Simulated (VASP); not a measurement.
# InSb3 (Fmmm) in VASP: single point with PBEsol+D3(BJ)

Aim: the single point of InSb3 with PBEsol+D3(BJ).

All numbers are computed with VASP 6.6.1; they aren't measurements. Logs are shortened: lines on timing, memory, paths and dates and some standing lists are left out, and cuts for length are marked.

### 1 The cell of the first run

It takes space group Fmmm (No. 69, orthorhombic). Conventional cell: a = 7.031 Å, b = 7.324 Å, c = 7.617 Å, α = 90.00°, β = 90.00°, γ = 90.00°. Within 4.2 Å of In (site symmetry mmm) lie 14 Sb at 3.17 to 3.81 Å. Within 4.2 Å of Sb (site symmetry 222) lie 4 In at 3.17 Å and 10 Sb at 3.17 to 3.81 Å. Sb (site symmetry mmm) has 8 Sb at 3.17 Å and 6 In at 3.52 to 3.81 Å within 4.2 Å.

### 2 Single point, PBEsol+D3(BJ) (strain -0.0400 x Voigt [1, -1, 0, 0, 0, 0])

Contents of INCAR:

```
SYSTEM = InSb3
PREC     = Accurate       ! precision mode
ENCUT    = 520            ! plane-wave cutoff, eV
EDIFF    = 1E-7           ! SCF threshold, eV
ISMEAR   = 0              ! smearing method
SIGMA    = 0.15           ! smearing width, eV
LREAL    = .FALSE.        ! projectors in reciprocal space
LASPH    = .TRUE.         ! aspherical terms in the spheres
NELM     = 100            ! most SCF steps
ALGO     = Normal         ! electronic algorithm
ISIF     = 2              ! what is computed and relaxed
LWAVE    = .FALSE.        ! write WAVECAR
LCHARG   = .FALSE.        ! write CHGCAR
GGA      = PS             ! functional
IVDW     = 12             ! dispersion correction
NBANDS   = 22             ! bands
```

Contents of KPOINTS:

```
Automatic mesh
0
G
  12 12 12
  0 0 0
```

Contents of POSCAR:

```
InSb3
1.0
    0.0000000000      3.8085490580      3.6620664019
    3.5155837458      0.0000000000      3.6620664019
    3.5155837458      3.8085490580      0.0000000000
In Sb
1 3
Direct
    0.0000000000      0.0000000000      0.0000000000
    0.2500000000      0.2500000000      0.2500000000
    0.7500000000      0.7500000000      0.7500000000
    0.5000000000      0.5000000000      0.5000000000
```

Potentials or basis: VASP PAW PBE potentials, release 64 (In_d, Sb).

Started as:

```sh
cat potpaw_PBE.64/In_d/POTCAR potpaw_PBE.64/Sb/POTCAR > POTCAR
mpirun -np 1 vasp_std > vasp.out
```

OUTCAR:

```text
SYSTEM = InSb3
   PREC = Accurate
   ENCUT = 520
   EDIFF = 1E-7
   ISMEAR = 0
   LREAL = .FALSE.
   LASPH = .TRUE.
   NELM = 100
   ISIF = 2
   GGA = PS
   IVDW = 12
 IVDW          = 12

 ion  position               nearest neighbor table
   1  0.000  0.000  0.000-   3 3.17   3 3.17   3 3.17   2 3.17   3 3.17   2 3.17   2 3.17   2 3.17
                             4 3.52   4 3.52   4 3.66   4 3.66   4 3.81   4 3.81
   2  0.250  0.250  0.250-   1 3.17   1 3.17   1 3.17   1 3.17   4 3.17   4 3.17   4 3.17   4 3.17
                             3 3.52   3 3.52   3 3.66   3 3.66
   3  0.750  0.750  0.750-   4 3.17   4 3.17   4 3.17   1 3.17   4 3.17   1 3.17   1 3.17   1 3.17
                             2 3.52   2 3.52   2 3.66   2 3.66
   4  0.500  0.500  0.500-   2 3.17   2 3.17   2 3.17   2 3.17   3 3.17   3 3.17   3 3.17   3 3.17
                             1 3.52   1 3.52   1 3.66   1 3.66   1 3.81   1 3.81

  LATTYP: Found a face centered orthorhombic cell.
 ALAT       =     7.0311674916
 B/A-ratio  =     1.0416666667
 C/A-ratio  =     1.0833333333

  Lattice vectors:

 A1 = (   0.0000000000,   3.8085490580,  -3.6620664019)
 A2 = (   3.5155837458,   3.8085490580,   0.0000000000)
 A3 = (   3.5155837458,   0.0000000000,  -3.6620664019)

Analysis of symmetry for initial positions (statically):
=====================================================================
 Subroutine PRICEL returns:
 Original cell was already a primitive cell.

 Routine SETGRP: Setting up the symmetry group for a
 face centered orthorhombic supercell.

 Subroutine GETGRP returns: Found  8 space group operations
 (whereof  8 operations were pure point group operations)
 out of a pool of  8 trial point group operations.

The static configuration has the point symmetry D_2h.

Analysis of symmetry for dynamics (positions and initial velocities):
=====================================================================
 Subroutine PRICEL returns:
 Original cell was already a primitive cell.

 Routine SETGRP: Setting up the symmetry group for a
 face centered orthorhombic supercell.

 Subroutine GETGRP returns: Found  8 space group operations
 (whereof  8 operations were pure point group operations)
 out of a pool of  8 trial point group operations.

The dynamic configuration has the point symmetry D_2h.

 Subroutine INISYM returns: Found  8 space group operations
 (whereof  8 operations are pure point group operations),
 and found     1 'primitive' translations

----------------------------------------------------------------------------------------

                                     Primitive cell

  volume of cell :      98.0648
[... 96 lines left out ...]
   NSW    =      0    number of steps for IOM
   IBRION =     -1    ionic relax: 0-MD 1-quasi-New 2-CG
   NFREE  =      0    steps in history (QN), initial steepest desc. (CG)
   ISIF   =      2    stress and relaxation
   ISYM   =      2    0-nonsym 1-usesym 2-fastsym
   POTIM  = 0.5000    time-step for ionic-motion
   TEBEG  =    0.0;   TEEND  =   0.0 temperature during run
   PSTRESS=    0.0 pullay stress
   NELECT =      28.0000    total number of electrons
   NUPDOWN=      -1.0000    fix difference up-down
   EMIN   =  10.00;   EMAX   =-10.00  energy-range for DOS
   EFERMI =   0.00;   METHOD = LEGACY
   ISMEAR =     0;   SIGMA  =   0.15  broadening in eV -4-tet -1-fermi 0-gaus
   EFERMI_NEDOS =   21; number of points for ismear=-14 and -15
   IALGO  =     38    algorithm
   IMIX   =      4    mixing-type and parameters
     AMIX     =   0.40;   BMIX     =  1.00
     AMIX_MAG =   1.60;   BMIX_MAG =  1.00
  volume/ion in A,a.u.               =      24.52       165.44
  Fermi-wavevector in a.u.,A,eV,Ry     =   1.078011  2.037145 15.811429  1.162107
  Thomas-Fermi vector in A             =   2.213938
   LORBIT       =      0    0 simple, 1 ext, 2 COOP (PROOUT), +10 PAW based schemes
   GGA     = PS    functional components
   LHFCALC =     F    Hartree Fock is set to
   AEXX    =    0.0000 exact exchange contribution
   IVDW    =    12    specifies the selected vdW correction
   LEPSILON=     F    determine dielectric tensor
   LRPA    =     F    only Hartree local field effects (RPA)
 non-spin polarized calculation
 Gauss-broadening in eV      SIGMA  =   0.15
  energy-cutoff  :      520.00
  volume of cell :       98.06
 maximum number of plane-waves:      2670
   NGX = 19   NGY = 19   NGZ = 19

 number of electron      28.0000002 magnetization

 Free energy of the ion-electron system (eV)
  ---------------------------------------------------
  ext. energy  EPLUGINS =         0.00000000
  ---------------------------------------------------
  free energy    TOTEN  =       -16.07022533 eV

  energy without entropy =      -16.04771730  energy(sigma->0) =      -16.05897131

 E-fermi :   9.2084     XC(G=0): -10.7373

 val. band max:        9.2037938938   @ k =   0.2500   0.3333   0.0833
 cond. band min:       9.2085507490   @ k =   0.4167   0.2500   0.0833
 fundamental gap:      0.0047568551
 Fermi energy:         9.2084376536

 k-point     1 :       0.0000    0.0000    0.0000
  band No.  band energies     occupation
      1      -5.2994      2.00000
      2      -5.2967      2.00000
      3      -5.2940      2.00000
      4      -5.2580      2.00000
      5      -5.2452      2.00000
      6      -3.8438      2.00000
[... 589 lines left out ...]
     21      14.8271      0.00000
     22      17.0100      0.00000

 [... further k-points ...]

------------------------ aborting loop because EDIFF is reached ----------------------------------------

 Edisp (eV)   -2.04844

 E8    (eV) :    -1.4233

  FORCE on cell =-STRESS in cart. coord.  units (eV):
  Direction    XX          YY          ZZ          XY          YZ          ZX
  --------------------------------------------------------------------------------------
  -------------------------------------------------------------------------------------
  Total       0.86751    -0.37158     0.54348     0.00000     0.00000     0.00000
  in kB      14.17340    -6.07088     8.87932     0.00000     0.00000     0.00000
  external pressure =        5.66 kB  Pullay stress =        0.00 kB

 VOLUME and BASIS-vectors are now :
 -----------------------------------------------------------------------------
  energy-cutoff  :      520.00
  volume of cell :       98.06
      direct lattice vectors                 reciprocal lattice vectors
     0.000000000  3.808549058  3.662066402    -0.142223891  0.131283592  0.136534936
     3.515583746  0.000000000  3.662066402     0.142223891 -0.131283592  0.136534936
     3.515583746  3.808549058  0.000000000     0.142223891  0.131283592 -0.136534936

 POSITION                                       TOTAL-FORCE (eV/Angst)
 -----------------------------------------------------------------------------------
      0.00000      0.00000      0.00000        -0.000000      0.000000      0.000000
      1.75779      1.90427      1.83103         0.000000      0.000000     -0.000000
      5.27338      5.71282      5.49310         0.000000     -0.000000      0.000000
      3.51558      3.80855      3.66207        -0.000000      0.000000      0.000000
 -----------------------------------------------------------------------------------
    total drift:                               -0.000000      0.000000      0.000000

  FREE ENERGIE OF THE ION-ELECTRON SYSTEM (eV)
  ---------------------------------------------------
  free  energy   TOTEN  =       -18.1186657183 eV

  energy  without entropy=      -18.0961576890  energy(sigma->0) =      -18.10741170
```

stdout:

```text
POSCAR found type information on POSCAR InSb
 POSCAR found :  2 types and       4 ions
 scaLAPACK will be used
 -----------------------------------------------------------------------------
|                                                                             |
|                                                                             |
|     You enforced a specific xc type in the INCAR file but a different       |
|     I HOPE YOU KNOW WHAT YOU ARE DOING!                                     |
|                                                                             |
 -----------------------------------------------------------------------------

 LDA part: xc-table for (Slater+PW92), standard interpolation
 POSCAR, INCAR and KPOINTS ok, starting setup
 FFT: planning ... GRIDC
 FFT: planning ... GRID_SOFT
 FFT: planning ... GRID
 WAVECAR not read
 entering main loop
```

Run time: 5.5 min. Hardware: 1 thread of Intel Xeon 6975P-C (Granite Rapids), shared host; peak memory 0.66 GiB.

Results:

```yaml
Free_energy: -18.1187 eV
Pressure: 0.6 GPa
Band_gap_on_the_k_mesh: zero (bands 14 and 15 overlap by 3.77 eV)
Dispersion_energy_per_atom: -0.512 eV
```

Stress tensor (GPa, compression positive):
```
 1.42  0.00  0.00
 0.00 -0.61  0.00
 0.00  0.00  0.89
```

Levels at points of the mesh, in eV from the Fermi level:
```tsv
k point	band 11	band 12	band 13	band 14	band 15	band 16	band 17	band 18
(0.00, 0.00, 0.00)	-2.76	-2.67	-2.66	-2.51	-2.00	-1.19	-0.87	-0.27
(0.50, 0.00, 0.00)	-3.58	-3.10	-2.82	-0.02	0.17	1.82	2.47	2.83
(0.50, 0.50, 0.00)	-5.63	0.41	0.59	1.32	1.54	1.80	2.04	2.69
(0.50, 0.00, 0.50)	-5.53	0.87	0.92	1.59	1.62	1.71	2.09	2.37
(0.00, 0.50, 0.50)	-5.77	0.38	0.63	1.23	1.27	1.59	2.27	2.56
```

Caveat: the cell differs from its parent crystal (strain -0.0400 x Voigt [1, -1, 0, 0, 0, 0]); the PAW data sets were made with another functional, which shifts forces and pressure a little; spin-orbit coupling is left out, which moves the levels of the heavy elements.
